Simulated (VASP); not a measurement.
**Re: single point with r2SCAN**

Re:

```
Re
1.0
     0.00000    1.94607    1.94607
     1.94607    0.00000    1.94607
     1.94607    1.94607    0.00000
Re
1
Direct
  0.00000 0.00000 0.00000
```

- Program: VASP 6.6.1
- Task: single point
- Functional: r2SCAN
- Potentials or basis: VASP PAW PBE potentials, release 64 (Re)
- Cutoff: 520 eV
- k mesh: 10 × 10 × 10
- Occupations: methfessel-paxton, width 0.1 eV
- Spin: no spin polarisation

```yaml
Pressure: 0.0 GPa
```

Levels at points of the mesh, in eV from the Fermi level:
| k point | band 1 | band 2 | band 3 | band 4 | band 5 | band 6 | band 7 | band 8 |
| --- | --- | --- | --- | --- | --- | --- | --- | --- |
| (0.00, 0.00, 0.00) | -10.72 | -2.10 | -2.10 | -2.10 | 1.31 | 1.31 | 14.43 | 20.52 |
| (0.50, 0.00, 0.00) | -7.30 | -2.26 | -2.26 | 0.01 | 3.87 | 3.87 | 10.37 | 13.92 |
| (0.50, 0.50, 0.00) | -7.19 | -6.36 | 2.74 | 3.89 | 4.59 | 4.59 | 12.80 | 12.80 |

Run time: 15 s on 1 thread of Intel Xeon 6975P-C, with other jobs on the host, peak memory 0.13 GiB.

Caveat: the PAW data sets were made with another functional, which shifts forces and pressure a little; spin-orbit coupling is left out, which moves the levels of the heavy elements.
